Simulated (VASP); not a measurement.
**MnHg: single point with PBE+D3(BJ)+U**

The system is MnHg.

```
Mn Hg
1.0
     3.31500    0.00000    0.00000
     0.00000    3.31500    0.00000
     0.00000    0.00000    3.31500
Mn Hg
1 1
Direct
  0.50000 0.50000 0.50000
  0.00000 0.00000 0.00000
```

| Item | Value |
| --- | --- |
| Program | VASP 6.6.1 |
| Task | single point |
| Functional | PBE |
| Dispersion | D3(BJ) |
| Potentials or basis | VASP PAW PBE potentials, release 64 (Mn_pv, Hg) |
| Cutoff | 500 eV |
| k mesh | 4 × 4 × 4 |
| Occupations | gaussian, width 0.1 eV |
| Spin | collinear spin, ferromagnetic start |
| Starting moments | [4.13, 0.0] μB |
| Hubbard terms | Hg d U = 1.1 eV |

```yaml
Pressure: -4.2 GPa
Net_moment: 3.72 μB per cell
Site_moments: Mn +3.70; Hg -0.09 μB
Valence_electrons_inside_the_program's_atomic_spheres: Mn 11.42; Hg 10.64
Dispersion_energy_per_atom: -0.377 eV
```

Levels at points of the mesh, in eV from the Fermi level:
Spin up:
| k point | band 10 | band 11 | band 12 | band 13 | band 14 | band 15 | band 16 | band 17 | band 18 | band 19 |
| --- | --- | --- | --- | --- | --- | --- | --- | --- | --- | --- |
| (0.00, 0.00, 0.00) | -2.75 | -2.75 | -1.87 | -1.87 | -1.87 | 4.99 | 4.99 | 4.99 | 8.69 | 11.15 |
| (0.50, 0.00, 0.00) | -5.11 | -3.08 | -2.56 | -2.56 | -2.06 | -1.36 | 10.16 | 10.16 | 10.65 | 11.17 |
| (0.50, 0.50, 0.00) | -2.52 | -1.92 | -1.92 | -1.79 | -1.56 | -1.56 | 0.78 | 2.91 | 11.89 | 11.89 |
| (0.50, 0.50, 0.50) | -3.54 | -3.54 | -1.77 | -1.77 | 0.53 | 4.26 | 4.26 | 4.26 | 4.62 | 4.83 |
Spin down:
| k point | band 9 | band 10 | band 11 | band 12 | band 13 | band 14 |
| --- | --- | --- | --- | --- | --- | --- |
| (0.00, 0.00, 0.00) | -7.43 | 0.36 | 0.36 | 1.58 | 1.58 | 1.58 |
| (0.50, 0.00, 0.00) | -5.12 | -4.40 | 0.03 | 0.53 | 0.53 | 1.40 |
| (0.50, 0.50, 0.00) | -3.52 | -1.38 | -1.38 | 0.51 | 1.39 | 1.39 |
| (0.50, 0.50, 0.50) | -1.49 | -1.49 | -1.49 | 0.37 | 1.99 | 1.99 |

Eigenvalues of the final occupation matrices:
```csv
site,spin,trace,eigenvalues
site 2 d,1,4.70,0.94 0.94 0.94 0.95 0.95
site 2 d,2,4.67,0.92 0.92 0.92 0.95 0.95
```

It took 34 s on 1 thread of Intel Xeon 8259CL, on a shared host, peak memory 0.16 GiB.

Caveat: the k points lie up to 0.47 Å⁻¹ apart; spin-orbit coupling is left out, which moves the levels of the heavy elements; the U is typed as a test and isn't derived for this compound. The state reached can hang on the start; a lower one may exist.
